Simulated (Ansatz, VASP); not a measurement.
**Two plane-wave programs on BN**

```
B N
1.0
     0.00000    1.80256    1.80256
     1.80256    0.00000    1.80256
     1.80256    1.80256    0.00000
B N
1 1
Cartesian
  0.0000 0.0000 0.0000
  0.9013 0.9013 0.9013
```

Alike in both runs: task single point; functional PBEsol; k mesh 12 × 12 × 12; occupations gaussian, width 0.02 eV; no spin polarisation.

|  | VASP | Ansatz |
| --- | --- | --- |
| version | VASP 6.6.1 | Ansatz 0.2.0 |
| potentials or method | VASP PAW PBE potentials, release 64 (B, N), cutoff 600 eV | scalar-relativistic, plane waves, PAW |
| valence electrons in the cell | 8 | 8 |

```tsv
	VASP	Ansatz	Ansatz less VASP
gap on the k mesh at the Fermi level (eV)	4.29	4.29	+0.008
least direct gap on the mesh (eV)	8.80	8.80	+0.003
pressure (GPa)	0.5	0.0	-0.49
```

VASP's potentials were made for PBE, not for PBEsol, and Ansatz warns of the same on its side.
